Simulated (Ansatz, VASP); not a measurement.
## BPd4 in VASP and in Ansatz

```
Pd B
1.0
     2.89203    0.00000    0.00000
     0.00000    4.36501    0.00000
     0.00000    0.00000    5.85632
Pd B
4 1
Direct
  0.50000 0.00000 0.19758
  0.00000 0.00000 0.61947
  0.00000 0.50000 0.32916
  0.50000 0.50000 0.86756
  0.50000 0.00000 0.86323
```

Alike in both runs: task relaxation of cell and atoms; functional PBEsol; k mesh 9 × 6 × 5; occupations fermi-dirac, width 0.05 eV; no spin polarisation.

```csv
,VASP,Ansatz
version,VASP 6.6.1,Ansatz 0.2.0
potentials or method,"VASP PAW PBE potentials, release 64 (Pd, B)",Ansatz PAW
plane-wave cutoff (eV),600,420
valence electrons in the cell,43,75
```

VASP gave:

| Quantity | Value |
| --- | --- |
| gap on the k mesh at the Fermi level, each at its own relaxed structure (eV) | none |
| relaxed volume (Å³/atom) | 13.98 |
| relaxed length of the cell vector where the two differ most in proportion (Å) | 5.822 |

Problem. What did Ansatz give for the same quantities?

Solution. gap on the k mesh at the Fermi level, each at its own relaxed structure (eV): none; relaxed volume (Å³/atom): 13.98; relaxed length of the cell vector where the two differ most in proportion (Å): 5.813.

VASP's potentials were made for PBE, not for PBEsol. A gap of «none» marks a metal or a gap that the smearing closes. VASP's potentials hold 43 valence electrons a cell and Ansatz's 75, so a difference there can come from the potentials and not from the codes.

Noted on Ansatz's run: the plane-wave basis is chosen anew once the cell has moved, so the energies of steps on either side of that aren't comparable.
